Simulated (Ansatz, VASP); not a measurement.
One calculation of Ta, two programs

```
Ta
1.0
     0.00000    2.05054    2.05054
     2.05054    0.00000    2.05054
     2.05054    2.05054    0.00000
Ta
1
Direct
  0.00000 0.00000 0.00000
```

Alike in both runs: task electric field gradients; functional r2SCAN; k mesh 14 × 14 × 14; occupations fermi-dirac, width 0.005 eV; no spin polarisation.

|  | VASP | Ansatz |
| --- | --- | --- |
| version | VASP 6.6.1 | Ansatz 0.2.0 |
| potentials or method | VASP PAW PBE potentials, release 64 (Ta_pv) | PAW with Ansatz's default frozen-core files, scalar-relativistic |
| plane-wave cutoff (eV) | 520 | 500 |
| valence electrons in the cell | 11 | 13 |

```tsv
	VASP	Ansatz	Ansatz less VASP
gap on the k mesh at the Fermi level (eV)	none	none	-
pressure (GPa)	18.5	17.8	-0.72
```

VASP's potentials were made for PBE, not for r2SCAN. A gap of «none» marks a metal or a gap that the smearing closes. The functional is the same, so the differences come from potentials, cutoffs and numerics. VASP's potentials hold 11 valence electrons a cell and Ansatz's 13, so a difference there can come from the potentials and not from the codes.

Spin-orbit coupling is off throughout.
